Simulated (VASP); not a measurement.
The system is BaS.

```
Ba S
1.0
     3.84140    0.00000    0.00000
     0.00000    3.84140    0.00000
     0.00000    0.00000    3.84140
Ba S
1 1
Direct
  0.00000 0.00000 0.00000
  0.50000 0.50000 0.50000
```

```yaml
Program: VASP 6.6.1
Task: relaxation of cell and atoms
Functional: LDA
Potentials_or_basis: VASP PAW LDA potentials, release 64 (Ba_sv, S)
Cutoff: 600 eV
k_mesh: 6 × 6 × 6
Occupations: fermi-dirac, width 0.02 eV
Spin: no spin polarisation
```

At the start: pressure -3.1 GPa; volume 28.34 Å³/atom.

**Question.** Where does the relaxation end?

**Answer.** Over 3 steps the energy falls by 18.1 meV/atom and the volume is 26.59 Å³/atom (-6.2 %); space group Pm-3m (No. 221, to 0.1 Å) before and after.

Step by step:
```
step  energy change (eV)  largest force (eV/Å)  pressure (GPa)  volume (Å³)
   1              0.0000                0.0000           -3.12        56.69
   2             -0.0334                0.0000            1.00        52.28
   3             -0.0361                0.0000            0.00        53.18
```

Final structure:
```yaml
crystal:
  lattice:
    - [3.76044, 0.00000, 0.00000]
    - [0.00000, 3.76044, 0.00000]
    - [0.00000, 0.00000, 3.76044]
  atoms:
    - { symbol: Ba, position: [0.00000, 0.00000, 0.00000] }
    - { symbol: S, position: [0.50000, 0.50000, 0.50000] }
```
